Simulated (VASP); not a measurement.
# Zr in VASP: a series of runs, part 2 of 3

VASP 6.6.1. Earlier steps stand in the parts before.

### Step 3. Relaxation of cell and atoms, PBE

This run uses another cell than the first one, of 23.72 Å³/atom, 1.039 times its volume.

The input, INCAR:

```
SYSTEM = Zr
PREC     = Accurate       ! precision mode
ENCUT    = 600            ! plane-wave cutoff, eV
EDIFF    = 1E-6           ! SCF threshold, eV
ISMEAR   = 0              ! smearing method
SIGMA    = 0.1            ! smearing width, eV
LREAL    = .FALSE.        ! projectors in reciprocal space
LASPH    = .TRUE.         ! aspherical terms in the spheres
NELM     = 100            ! most SCF steps
ALGO     = Fast           ! electronic algorithm
ISIF     = 3              ! what is computed and relaxed
LWAVE    = .FALSE.        ! write WAVECAR
LCHARG   = .FALSE.        ! write CHGCAR
GGA      = PE             ! functional
IBRION   = 2              ! ionic algorithm
NSW      = 100            ! ionic steps
EDIFFG   = -0.005         ! ionic threshold
```

The input, KPOINTS:

```
regular mesh
0
G
  16 16 16
  0 0 0
```

The input, POSCAR:

```
Zr
1.0
   -1.8100000000      1.8100000000      1.8100000000
    1.8100000000     -1.8100000000      1.8100000000
    1.8100000000      1.8100000000     -1.8100000000
Zr
1
Direct
    0.0000000000      0.0000000000      0.0000000000
```

Potentials or basis: VASP PAW PBE potentials, release 64 (Zr_sv).

The run is started by

```bash
$ cat potpaw_PBE.64/Zr_sv/POTCAR > POTCAR
$ mpirun -np 1 vasp_std > vasp.out
```

OUTCAR:

```text
SYSTEM = Zr
   PREC = Accurate
   ENCUT = 600
   EDIFF = 1E-6
   ISMEAR = 0
   LREAL = .FALSE.
   LASPH = .TRUE.
   NELM = 100
   ISIF = 3
   GGA = PE
   IBRION = 2
   NSW = 100
   EDIFFG = -0.005

 ion  position               nearest neighbor table
   1  0.000  0.000  0.000-

  LATTYP: Found a body centered cubic cell.
 ALAT       =     3.6200000000

  Lattice vectors:

 A1 = (  -1.8100000000,   1.8100000000,   1.8100000000)
 A2 = (   1.8100000000,  -1.8100000000,   1.8100000000)
 A3 = (   1.8100000000,   1.8100000000,  -1.8100000000)

Analysis of symmetry for initial positions (statically):
=====================================================================
 Subroutine PRICEL returns:
 Original cell was already a primitive cell.

 Routine SETGRP: Setting up the symmetry group for a
 body centered cubic supercell.

 Subroutine GETGRP returns: Found 48 space group operations
 (whereof 48 operations were pure point group operations)
 out of a pool of 48 trial point group operations.

The static configuration has the point symmetry O_h .

Analysis of symmetry for dynamics (positions and initial velocities):
=====================================================================
 Subroutine PRICEL returns:
 Original cell was already a primitive cell.

 Routine SETGRP: Setting up the symmetry group for a
 body centered cubic supercell.

 Subroutine GETGRP returns: Found 48 space group operations
 (whereof 48 operations were pure point group operations)
 out of a pool of 48 trial point group operations.

The dynamic configuration has the point symmetry O_h .

 Subroutine INISYM returns: Found 48 space group operations
 (whereof 48 operations are pure point group operations),
 and found     1 'primitive' translations

----------------------------------------------------------------------------------------

                                     Primitive cell

  volume of cell :      23.7190

  direct lattice vectors                    reciprocal lattice vectors
    -1.810000000  1.810000000  1.810000000     0.000000000  0.276243094  0.276243094
     1.810000000 -1.810000000  1.810000000     0.276243094  0.000000000  0.276243094
     1.810000000  1.810000000 -1.810000000     0.276243094  0.276243094  0.000000000

  length of vectors
     3.135011962  3.135011962  3.135011962     0.390666730  0.390666730  0.390666730

  position of ions in fractional coordinates (direct lattice)
     0.000000000  0.000000000  0.000000000

  ion indices of the primitive-cell ions
   primitive index   ion index
                 1           1

----------------------------------------------------------------------------------------

 KPOINTS: regular mesh

Automatic generation of k-mesh.
 Grid dimensions read from file:
 generate k-points for:   16   16   16

 Generating k-lattice:

  Cartesian coordinates                     Fractional coordinates (reciprocal lattice)
     0.000000000  0.017265193  0.017265193     0.062500000  0.000000000  0.000000000
     0.017265193  0.000000000  0.017265193     0.000000000  0.062500000  0.000000000
     0.017265193  0.017265193  0.000000000     0.000000000  0.000000000  0.062500000
[... 47 lines left out ...]
 SYSTEM =  Zr
   PREC   = accura    normal or accurate (medium, high low for compatibility)
   ISTART =      0    job   : 0-new  1-cont  2-samecut
   ICHARG =      2    charge: 1-file 2-atom 10-const
   ISPIN  =      1    spin polarized calculation?
   LNONCOLLINEAR =      F non collinear calculations
   LSORBIT =      F    spin-orbit coupling
   LASPH  =      T    aspherical Exc in radial PAW
   ENCUT  =  600.0 eV  44.10 Ry    6.64 a.u.   6.26  6.26  6.26*2*pi/ulx,y,z
   NELM   =    100;   NELMIN=  2; NELMDL= -5     # of ELM steps
   EDIFF  = 0.1E-05   stopping-criterion for ELM
   LREAL  =      F    real-space projection
   EDIFFG = -.5E-02   stopping-criterion for IOM
   NSW    =    100    number of steps for IOM
   IBRION =      2    ionic relax: 0-MD 1-quasi-New 2-CG
   NFREE  =      1    steps in history (QN), initial steepest desc. (CG)
   ISIF   =      3    stress and relaxation
   ISYM   =      2    0-nonsym 1-usesym 2-fastsym
   POTIM  = 0.5000    time-step for ionic-motion
   TEBEG  =    0.0;   TEEND  =   0.0 temperature during run
   PSTRESS=    0.0 pullay stress
   NELECT =      12.0000    total number of electrons
   NUPDOWN=      -1.0000    fix difference up-down
   EMIN   =  10.00;   EMAX   =-10.00  energy-range for DOS
   EFERMI =   0.00;   METHOD = LEGACY
   ISMEAR =     0;   SIGMA  =   0.10  broadening in eV -4-tet -1-fermi 0-gaus
   EFERMI_NEDOS =   21; number of points for ismear=-14 and -15
   IALGO  =     68    algorithm
   IMIX   =      4    mixing-type and parameters
     AMIX     =   0.40;   BMIX     =  1.00
     AMIX_MAG =   1.60;   BMIX_MAG =  1.00
  volume/ion in A,a.u.               =      23.72       160.06
  Fermi-wavevector in a.u.,A,eV,Ry     =   1.304478  2.465105 23.152520  1.701662
  Thomas-Fermi vector in A             =   2.435411
   LORBIT       =      0    0 simple, 1 ext, 2 COOP (PROOUT), +10 PAW based schemes
   GGA     = PE    functional components
   LHFCALC =     F    Hartree Fock is set to
   AEXX    =    0.0000 exact exchange contribution
   IVDW    =     0    specifies the selected vdW correction
   LEPSILON=     F    determine dielectric tensor
   LRPA    =     F    only Hartree local field effects (RPA)
 conjugate gradient relaxation of ions
 non-spin polarized calculation
 RMM-DIIS sequential band-by-band and
 Gauss-broadening in eV      SIGMA  =   0.10
  energy-cutoff  :      600.00
  volume of cell :       23.72
 maximum number of plane-waves:       811
 NGX is ok and might be reduce to    28
   NGX = 13   NGY = 13   NGZ = 13

--------------------------------------- Ionic step        1  -------------------------------------------

 number of electron      12.0000000 magnetization

 Free energy of the ion-electron system (eV)
  ---------------------------------------------------
  ext. energy  EPLUGINS =         0.00000000
  ---------------------------------------------------
  free energy    TOTEN  =        -8.43190588 eV

  energy without entropy =       -8.42158996  energy(sigma->0) =       -8.42674792

------------------------ aborting loop because EDIFF is reached ----------------------------------------

  FORCE on cell =-STRESS in cart. coord.  units (eV):
  Direction    XX          YY          ZZ          XY          YZ          ZX
  --------------------------------------------------------------------------------------
  -------------------------------------------------------------------------------------
  Total       -0.4590934     -0.4590934     -0.4590934     -0.0000000      0.0000000     -0.0000000
  in kB      -31.0110115    -31.0110115    -31.0110115     -0.0000000      0.0000000     -0.0000000
  external PRESSURE =     -31.0110115 kB  Pullay stress =       0.0000000 kB
[... 57 lines left out ...]
--------------------------------------- Ionic step        3  -------------------------------------------

 number of electron      12.0000000 magnetization

 Free energy of the ion-electron system (eV)
  ---------------------------------------------------
  ext. energy  EPLUGINS =         0.00000000
  ---------------------------------------------------
  free energy    TOTEN  =        -8.44055880 eV

  energy without entropy =       -8.43059960  energy(sigma->0) =       -8.43557920

 E-fermi :   8.9138     XC(G=0): -11.1614

 val. band max:        8.9088532119   @ k =  -0.3750  -0.4375   0.0625
 cond. band min:       8.9373451861   @ k =   0.1250   0.1250   0.0625
 fundamental gap:      0.0284919742
 Fermi energy:         8.9137722718

 k-point     1 :       0.0000    0.0000    0.0000
  band No.  band energies     occupation
      1     -39.5387      2.00000
      2     -17.0254      2.00000
      3     -17.0254      2.00000
      4     -17.0254      2.00000
      5       3.5189      2.00000
      6      10.0507      0.00000
      7      10.0507      0.00000
      8      10.0507      0.00000
      9      12.5710      0.00000
     10      12.5710      0.00000
[... 287 lines left out ...]
 k-point    24 :       0.2500    0.1875   -0.0000
  band No.  band energies     occupation
      1     -39.3944      2.00000
      2     -17.8279      2.00000
      3     -17.3553      2.00000
      4     -17.1134      2.00000
      5       6.7045      2.00000
      6       8.3961      2.00000
      7       8.9459      0.64982
      8      12.0573      0.00000
      9      13.2541      0.00000
     10      14.6628      0.00000

 [... further k-points ...]

------------------------ aborting loop because EDIFF is reached ----------------------------------------

  FORCE on cell =-STRESS in cart. coord.  units (eV):
  Direction    XX          YY          ZZ          XY          YZ          ZX
  --------------------------------------------------------------------------------------
  -------------------------------------------------------------------------------------
  Total        0.0005650      0.0005650      0.0005650     -0.0000000     -0.0000000      0.0000000
  in kB        0.0396152      0.0396152      0.0396152     -0.0000000     -0.0000000      0.0000000
  external PRESSURE =       0.0396152 kB  Pullay stress =       0.0000000 kB
[... 16 lines left out ...]
  FREE ENERGIE OF THE ION-ELECTRON SYSTEM (eV)
  ---------------------------------------------------
  free  energy   TOTEN  =        -8.4405587983 eV

  energy  without entropy=       -8.4305995968  energy(sigma->0) =       -8.43557920

 reached required accuracy - stopping structural energy minimisation
```

Run time: 8.3 min. Hardware: 1 thread of AMD EPYC 7R13, shared host; peak memory 0.17 GiB.

Results:

```
Free energy                            : -8.4406 eV
Relaxed volume                         : 22.85 Å³/atom
Relaxed cell                           : a = 3.096 Å, b = 3.096 Å, c = 3.096 Å, α = 109.47°, β = 109.47°, γ = 109.47°
Space group after relaxing (to 0.05 Å) : Im-3m (No. 229)
Energy gained by relaxing              : 8.7 meV/atom
Ionic steps                            : 3
Pressure after relaxing                : 0.0 GPa
Band gap on the k mesh                 : zero (band 6 reaches 10.05 eV, above the bottom of band 7 at 8.17 eV)
```

The path:
| step | energy change (eV) | largest force (eV/Å) | pressure (GPa) | volume (Å³) |
| --- | --- | --- | --- | --- |
| 1 | 0.0000 | 0.0000 | -3.10 | 23.72 |
| 2 | -0.0030 | 0.0000 | 2.75 | 22.18 |
| 3 | -0.0087 | 0.0000 | 0.00 | 22.85 |

Final structure:
```yaml
crystal:
  lattice:
    - [-1.78767, 1.78767, 1.78767]
    - [1.78767, -1.78767, 1.78767]
    - [1.78767, 1.78767, -1.78767]
  atoms:
    - { symbol: Zr, position: [0.00000, 0.00000, 0.00000] }
```

### Step 4. Single point, PBE (strained)

The input, INCAR:

```
SYSTEM = Zr
PREC = Accurate
ENCUT = 520
EDIFF = 1E-6
ISMEAR = 0
SIGMA = 0.1
LREAL = .False.
LASPH = .True.
NELM = 60
ALGO = Normal
ISIF = 2
LWAVE = .False.
LCHARG = .False.
GGA = PE
NBANDS = 12
```

The input, KPOINTS:

```
Automatic mesh
0
Gamma
  16 16 16
  0 0 0
```

The input, POSCAR:

```
Zr
1.0
   -1.7795739000      1.7795739000      1.7795739000
    1.7795739000     -1.7795739000      1.7795739000
    1.7795739000      1.7795739000     -1.7795739000
Zr
1
Direct
    0.0000000000      0.0000000000      0.0000000000
```

The run is started by

```bash
$ cat potpaw_PBE.64/Zr_sv/POTCAR > POTCAR
$ mpirun -np 1 vasp_std > vasp.out
```

Run time: 54 s. Hardware: 1 thread of AMD EPYC 7R43 (Zen 3), shared host; peak memory 0.13 GiB.

The run converged. Its results:

```yaml
Free_energy: -8.4391 eV
Pressure: 1.2 GPa
Band_gap_on_the_k_mesh: zero (band 6 reaches 10.21 eV, above the bottom of band 7 at 8.31 eV)
```

Levels at points of the mesh, in eV from the Fermi level:
```
           k point  band 2  band 3  band 4  band 5  band 6  band 7  band 8  band 9  band 10  band 11
(0.00, 0.00, 0.00)  -25.89  -25.89  -25.89   -5.41    1.15    1.15    1.15    3.70     3.70    12.50
(0.50, 0.00, 0.00)  -26.96  -26.23  -25.90   -2.86   -0.71    1.73    3.71    4.40     6.55    10.13
(0.50, 0.50, 0.50)  -26.62  -26.62  -26.62   -2.66   -2.66    5.85    5.85    5.85     7.65     7.65
```

Caveat: the cell differs from its parent crystal (strained).

(Continued in part 3 of 3.)
